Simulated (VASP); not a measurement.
# C (Fmmm) in VASP: a series of runs, part 2 of 2

VASP 6.6.1.

### 6 Single point, r2SCAN

The input, POSCAR:

```
C
1.0
    0.0000000000      2.1270000000      3.3480000000
    1.2280000000      0.0000000000      3.3480000000
    1.2280000000      2.1270000000      0.0000000000
C
2
Direct
    0.1666700000      0.8333300000      0.1666700000
    0.8333300000      0.1666700000      0.8333300000
```

The input, INCAR.step1:

```
  PREC = Accurate
  ENCUT = 520
  ISMEAR = 1
  SIGMA = 0.079
  LREAL = F
  LASPH = T
  NELM = 60
  NBANDS = 11
  GGA = PE
  ALGO = Normal
  EDIFF = 1E-4
  LWAVE = T
  LCHARG = F
```

The input, INCAR.step2:

```
  PREC = Accurate
  ENCUT = 520
  EDIFF = 1E-7
  ISMEAR = 1
  SIGMA = 0.079
  LREAL = F
  LASPH = T
  NELM = 60
  ALGO = Normal
  ISIF = 2
  LWAVE = F
  LCHARG = F
  METAGGA = R2SCAN
  LMIXTAU = T
  NBANDS = 11
  ISTART = 1
```

The input, KPOINTS:

```
Automatic mesh
0
Gamma
  13 13 13
```

Potentials or basis: VASP PAW PBE potentials, release 64 (C).

The run is started by

```bash
$ cat potpaw_PBE.64/C/POTCAR > POTCAR
$ cp INCAR.step1 INCAR
$ mpirun -np 1 vasp_std > vasp.out
$ cp INCAR.step2 INCAR
$ mpirun -np 1 vasp_std > vasp.out
```

OUTCAR:

```text
PREC = Accurate
   ENCUT = 520
   EDIFF = 1E-7
   ISMEAR = 1
   LREAL = F
   LASPH = T
   NELM = 60
   ISIF = 2
   METAGGA = R2SCAN
   ISTART = 1

 ion  position               nearest neighbor table
   1  0.167  0.833  0.167-   2 1.42   2 1.42   2 1.42
   2  0.833  0.167  0.833-   1 1.42   1 1.42   1 1.42

  LATTYP: Found a face centered orthorhombic cell.
 ALAT       =     2.4560000000
 B/A-ratio  =     1.7320846906
 C/A-ratio  =     2.7263843648

  Lattice vectors:

 A1 = (   0.0000000000,   2.1270000000,   3.3480000000)
 A2 = (   1.2280000000,   0.0000000000,   3.3480000000)
 A3 = (   1.2280000000,   2.1270000000,   0.0000000000)

Analysis of symmetry for initial positions (statically):
=====================================================================
 Subroutine PRICEL returns:
 Original cell was already a primitive cell.

 Routine SETGRP: Setting up the symmetry group for a
 face centered orthorhombic supercell.

 Subroutine GETGRP returns: Found  8 space group operations
 (whereof  8 operations were pure point group operations)
 out of a pool of  8 trial point group operations.

The static configuration has the point symmetry D_2h.

Analysis of symmetry for dynamics (positions and initial velocities):
=====================================================================
 Subroutine PRICEL returns:
 Original cell was already a primitive cell.

 Routine SETGRP: Setting up the symmetry group for a
 face centered orthorhombic supercell.

 Subroutine GETGRP returns: Found  8 space group operations
 (whereof  8 operations were pure point group operations)
 out of a pool of  8 trial point group operations.

The dynamic configuration has the point symmetry D_2h.

 Subroutine INISYM returns: Found  8 space group operations
 (whereof  8 operations are pure point group operations),
 and found     1 'primitive' translations

----------------------------------------------------------------------------------------

                                     Primitive cell

  volume of cell :      17.4897

  direct lattice vectors                    reciprocal lattice vectors
     0.000000000  2.127000000  3.348000000    -0.407166124  0.235072873  0.149342891
     1.228000000  0.000000000  3.348000000     0.407166124 -0.235072873  0.149342891
     1.228000000  2.127000000  0.000000000     0.407166124  0.235072873 -0.149342891

  length of vectors
     3.966513961  3.566102635  2.456036034     0.493301943  0.493301943  0.493301943

  position of ions in fractional coordinates (direct lattice)
     0.166670000  0.833330000  0.166670000
     0.833330000  0.166670000  0.833330000

  ion indices of the primitive-cell ions
   primitive index   ion index
                 1           1
                 2           2

----------------------------------------------------------------------------------------

 KPOINTS: Automatic mesh

Automatic generation of k-mesh.
 Grid dimensions read from file:
 generate k-points for:   13   13   13

 Generating k-lattice:

  Cartesian coordinates                     Fractional coordinates (reciprocal lattice)
    -0.031320471  0.018082529  0.011487915     0.076923077  0.000000000  0.000000000
     0.031320471 -0.018082529  0.011487915     0.000000000  0.076923077  0.000000000
     0.031320471  0.018082529 -0.011487915     0.000000000  0.000000000  0.076923077

  Length of vectors
     0.037946303  0.037946303  0.037946303

  Shift w.r.t. Gamma in fractional coordinates (k-lattice)
     0.000000000  0.000000000  0.000000000

 Subroutine IBZKPT returns following result:
 ===========================================

 Found    343 irreducible k-points:

 Following reciprocal coordinates:
            Coordinates               Weight
  0.000000  0.000000  0.000000      1.000000
  0.076923  0.000000  0.000000      8.000000
  0.153846  0.000000 -0.000000      8.000000
  0.230769 -0.000000 -0.000000      8.000000
  0.307692  0.000000 -0.000000      8.000000
  0.384615  0.000000 -0.000000      8.000000
[... 16 lines left out ...]
  0.384615  0.153846 -0.000000      8.000000
  0.461538  0.153846  0.000000      8.000000
 [... further k-points ...]
   k-points           NKPTS =    343   k-points in BZ     NKDIM =    343   number of bands    NBANDS=     11
   number of dos      NEDOS =    301   number of ions     NIONS =      2
   total plane-waves  NPLWV =  15120
   dimension x,y,z NGX =    30 NGY =   28 NGZ =   18
   dimension x,y,z NGXF=    60 NGYF=   56 NGZF=   36
   ions per type =               2
   NGX,Y,Z   is equivalent  to a cutoff of  12.57, 13.05, 12.18 a.u.
   NGXF,Y,Z  is equivalent  to a cutoff of  25.15, 26.11, 24.37 a.u.
 SYSTEM =  unknown system
   PREC   = accura    normal or accurate (medium, high low for compatibility)
   ISTART =      1    job   : 0-new  1-cont  2-samecut
   ICHARG =      0    charge: 1-file 2-atom 10-const
   ISPIN  =      1    spin polarized calculation?
   LNONCOLLINEAR =      F non collinear calculations
   LSORBIT =      F    spin-orbit coupling
   LASPH  =      T    aspherical Exc in radial PAW
   ENCUT  =  520.0 eV  38.22 Ry    6.18 a.u.   7.38  6.63  4.57*2*pi/ulx,y,z
   NELM   =     60;   NELMIN=  2; NELMDL=  0     # of ELM steps
   EDIFF  = 0.1E-06   stopping-criterion for ELM
   LREAL  =      F    real-space projection
   EDIFFG = 0.1E-05   stopping-criterion for IOM
   NSW    =      0    number of steps for IOM
   IBRION =     -1    ionic relax: 0-MD 1-quasi-New 2-CG
   NFREE  =      0    steps in history (QN), initial steepest desc. (CG)
   ISIF   =      2    stress and relaxation
   ISYM   =      2    0-nonsym 1-usesym 2-fastsym
   POTIM  = 0.5000    time-step for ionic-motion
   TEBEG  =    0.0;   TEEND  =   0.0 temperature during run
   PSTRESS=    0.0 pullay stress
   NELECT =       8.0000    total number of electrons
   NUPDOWN=      -1.0000    fix difference up-down
   EMIN   =  10.00;   EMAX   =-10.00  energy-range for DOS
   EFERMI =   0.00;   METHOD = LEGACY
   ISMEAR =     1;   SIGMA  =   0.08  broadening in eV -4-tet -1-fermi 0-gaus
   EFERMI_NEDOS =   21; number of points for ismear=-14 and -15
   IALGO  =     38    algorithm
   IMIX   =      4    mixing-type and parameters
     AMIX     =   0.40;   BMIX     =  1.00
     AMIX_MAG =   1.60;   BMIX_MAG =  1.00
  volume/ion in A,a.u.               =       8.74        59.01
  Fermi-wavevector in a.u.,A,eV,Ry     =   1.261376  2.383654 21.647797  1.591068
  Thomas-Fermi vector in A             =   2.394838
   LORBIT       =      0    0 simple, 1 ext, 2 COOP (PROOUT), +10 PAW based schemes
   METAGGA = R2SCAN    functional components
   LHFCALC =     F    Hartree Fock is set to
   AEXX    =    0.0000 exact exchange contribution
   IVDW    =     0    specifies the selected vdW correction
   LEPSILON=     F    determine dielectric tensor
   LRPA    =     F    only Hartree local field effects (RPA)
 non-spin polarized calculation
 Methfessel and Paxton  Order N= 1 SIGMA  =   0.08
  energy-cutoff  :      520.00
  volume of cell :       17.49
 maximum number of plane-waves:       499
 NGX is ok and might be reduce to    30
   NGX = 15   NGY = 13   NGZ =  9

 number of electron       8.0000000 magnetization

 Free energy of the ion-electron system (eV)
  ---------------------------------------------------
  ext. energy  EPLUGINS =         0.00000000
  ---------------------------------------------------
  free energy    TOTEN  =       -19.86930152 eV

  energy without entropy =      -19.86933749  energy(sigma->0) =      -19.86931351

 E-fermi :   4.4440     XC(G=0): -11.1572

 val. band max:        4.3974165181   @ k =   0.4615  -0.1538   0.3077
 cond. band min:       4.8840081625   @ k =   0.0000   0.3077   0.3077
 fundamental gap:      0.4865916444
 Fermi energy:         4.4439889542

 k-point     1 :       0.0000    0.0000    0.0000
  band No.  band energies     occupation
      1     -16.2655      2.00000
      2      -2.3026      2.00000
      3       1.5131      2.00000
      4       1.5384      2.00000
      5       9.1760      0.00000
      6      13.4374      0.00000
      7      13.5149      0.00000
      8      17.1552      0.00000
      9      18.0549      0.00000
     10      28.7279      0.00000
     11      31.6885      0.00000
[... 309 lines left out ...]
 k-point    24 :       0.4615    0.1538    0.0000
  band No.  band energies     occupation
      1     -13.7229      2.00000
      2      -4.8628      2.00000
      3      -1.2043      2.00000
      4      -0.9918      2.00000
      5      10.9452      0.00000
      6      12.9279      0.00000
      7      15.6556      0.00000
      8      21.0277      0.00000
      9      21.2114      0.00000
     10      24.8699      0.00000
     11      28.2806      0.00000

 [... further k-points ...]
[... 5 lines left out ...]
  --------------------------------------------------------------------------------------
  -------------------------------------------------------------------------------------
  Total        0.1228614      0.0261431      0.2213057     -0.0000000      0.0000000      0.0000000
  in kB       11.2549770      2.3948922     20.2731810     -0.0000000      0.0000000      0.0000000
  external PRESSURE =      11.3076834 kB  Pullay stress =       0.0000000 kB

 VOLUME and BASIS-vectors are now :
 -----------------------------------------------------------------------------
  energy-cutoff  :      520.00
  volume of cell :       17.49
      direct lattice vectors                 reciprocal lattice vectors
     0.000000000  2.127000000  3.348000000    -0.407166124  0.235072873  0.149342891
     1.228000000  0.000000000  3.348000000     0.407166124 -0.235072873  0.149342891
     1.228000000  2.127000000  0.000000000     0.407166124  0.235072873 -0.149342891

 POSITION                                       TOTAL-FORCE (eV/Angst)
 -----------------------------------------------------------------------------------
      1.22800      0.70901      3.34800         0.000000     -0.023309      0.000000
      1.22800      3.54499      3.34800         0.000000      0.023309      0.000000
 -----------------------------------------------------------------------------------
    total drift:                               -0.000000     -0.000000     -0.000000

  FREE ENERGIE OF THE ION-ELECTRON SYSTEM (eV)
  ---------------------------------------------------
  free  energy   TOTEN  =       -19.8693015205 eV

  energy  without entropy=      -19.8693374946  energy(sigma->0) =      -19.86931351
```

OSZICAR.step1:

```text
N       E                     dE             d eps       ncg     rms          rms(c)
DAV:   1     0.437342430317E+00    0.43734E+00   -0.41237E+03  7642   0.647E+02
DAV:   2    -0.192091975616E+02   -0.19647E+02   -0.18744E+02  9922   0.119E+02
DAV:   3    -0.196385714749E+02   -0.42937E+00   -0.42863E+00  9545   0.143E+01
DAV:   4    -0.196401284674E+02   -0.15570E-02   -0.15569E-02  8699   0.105E+00
DAV:   5    -0.196401347464E+02   -0.62791E-05   -0.62786E-05  9608   0.613E-02    0.641E+00
DAV:   6    -0.187082123058E+02    0.93192E+00   -0.79923E-01  8623   0.516E+00    0.374E+00
DAV:   7    -0.184129673515E+02    0.29524E+00   -0.89763E-01  8899   0.552E+00    0.105E+00
DAV:   8    -0.184165502443E+02   -0.35829E-02   -0.19497E-02  8398   0.889E-01    0.117E-01
DAV:   9    -0.184163511572E+02    0.19909E-03   -0.55517E-04  9214   0.148E-01    0.523E-02
DAV:  10    -0.184164274865E+02   -0.76329E-04   -0.13333E-04  8463   0.801E-02
   1 F= -.18416427E+02 E0= -.18416440E+02  d E =0.375269E-04
```

It took 3.6 min on 1 thread of Intel Xeon Platinum 8488C (Sapphire Rapids), shared host; peak memory 0.17 GiB.

Results:

```yaml
Free_energy: -19.8693 eV
Pressure: 1.1 GPa
Largest_force: 0.023 eV/Å
Band_gap_on_the_k_mesh: 0.49 eV, indirect (least direct gap 0.57 eV)
```

Forces on the atoms (eV/Å):
```
C    0.000 -0.023  0.000
C    0.000  0.023  0.000
```

Stress tensor (GPa, compression positive):
```
1.13 0.00 0.00
0.00 0.24 0.00
0.00 0.00 2.03
```

Levels at points of the mesh, in eV from the valence-band top:
```
           k point  band 1  band 2  band 3  band 4  band 5  band 6  band 7  band 8  band 9
(0.00, 0.00, 0.00)  -20.66   -6.70   -2.88   -2.86    4.78    9.04    9.12   12.76   13.66
```

Caveat: the PAW data sets were made with another functional, which shifts forces and pressure a little. r2SCAN opens gaps a little over a GGA but as a rule still falls short of measured ones.

### 7 Summary

| k mesh | smearing | gap on the mesh (eV) | pressure (GPa) | largest force (eV/Å) |
| --- | --- | --- | --- | --- |
| 4 × 4 × 4 | methfessel-paxton 0.1 eV | 2.71 | 0.6 | 0.01 |
| 5 × 5 × 5 | methfessel-paxton 0.1 eV | 1.94 | 1.3 | 0.07 |
| 7 × 7 × 7 | methfessel-paxton 0.1 eV | 1.90 | 1.1 | 0.01 |
| 11 × 11 × 11 | methfessel-paxton 0.1 eV | 0.73 | 1.1 | 0.03 |
| 13 × 13 × 13 | methfessel-paxton 0.079 eV | 0.49 | 1.1 | 0.02 |

Alike in all rows: task single point; level r2SCAN; potentials or basis VASP PAW PBE potentials, release 64 (C); no spin polarisation; cell as given; cutoff (eV) 520.

Caveats: some runs use coarse meshes; the PAW data sets were made with another functional, which shifts forces and pressure a little.

Total energies depend on the potentials used, so only differences within one code and one set of settings carry meaning.
